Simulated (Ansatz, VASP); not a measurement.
# CuO: VASP beside Ansatz

```xyz
2
Lattice="0.0000 2.1166 2.1166 2.1166 0.0000 2.1166 2.1166 2.1166 0.0000" Properties=species:S:1:pos:R:3 pbc="T T T"
Cu    0.0000    0.0000    0.0000
O     2.1166    2.1166    2.1166
```

Alike in both runs: task single point; functional PBE; k mesh 6 × 6 × 6; occupations gaussian, width 0.1 eV; collinear spin.

|  | VASP | Ansatz |
| --- | --- | --- |
| version | VASP 6.6.1 | Ansatz 0.2.0 |
| potentials or method | VASP PAW PBE potentials, release 64 (Cu, O), cutoff 520 eV | scalar-relativistic, plane waves, PAW |
| valence electrons in the cell | 17 | 25 |

|  | VASP | Ansatz | Ansatz less VASP |
| --- | --- | --- | --- |
| gap on the k mesh at the Fermi level (eV) | none | none | - |
| pressure (GPa) | 2.4 | 2.3 | -0.17 |
| net moment per atom (μB) | 0.32 | 0.33 | +0.005 |
| size of the moment on the site where the two differ most (μB) | 0.21 | 0.23 | +0.016 |

Site moments also hang on the region over which each program counts them. A gap of «none» marks a metal or a gap that the smearing closes. VASP's potentials hold 17 valence electrons a cell and Ansatz's 25, so a difference there can come from the potentials and not from the codes.

The k mesh is coarse, so the values compare programs but aren't converged.
